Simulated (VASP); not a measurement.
Crystal: Sn3Se.

```
CELL_PARAMETERS angstrom
0.00000 3.73314 3.73314
3.73314 0.00000 3.73314
3.73314 3.73314 0.00000
ATOMIC_POSITIONS crystal
Sn 0.50000 0.50000 0.50000
Sn 0.75000 0.75000 0.75000
Sn 0.25000 0.25000 0.25000
Se 0.00000 0.00000 0.00000
```

* Program: VASP 6.6.1
* Task: relaxation of cell and atoms
* Functional: PBEsol
* Potentials or basis: VASP PAW PBE potentials, release 64 (Sn_d, Se)
* Cutoff: 600 eV
* k mesh: 6 × 6 × 6
* Occupations: fermi-dirac, width 0.05 eV
* Spin: no spin polarisation

At the start: pressure -3.2 GPa; volume 26.01 Å³/atom.

Task: Where does the relaxation end?

Result: Over 3 steps the energy falls by 16.6 meV/atom and the volume is 24.44 Å³/atom (-6.1 %); space group Fm-3m (No. 225, to 0.05 Å).

The path:
```tsv
step	energy change (eV)	largest force (eV/Å)	pressure (GPa)	volume (Å³)
1	0.0000	0.0000	-3.17	104.05
2	-0.0631	0.0000	0.79	96.49
3	-0.0662	0.0000	0.01	97.75
```

Final structure:
```
Sn Se
1.0
     0.00000    3.65613    3.65613
     3.65613    0.00000    3.65613
     3.65613    3.65613    0.00000
Sn Se
3 1
Direct
  0.50000 0.50000 0.50000
  0.75000 0.75000 0.75000
  0.25000 0.25000 0.25000
  0.00000 0.00000 0.00000
```

Caveat: the PAW data sets were made with another functional, which shifts forces and pressure a little.
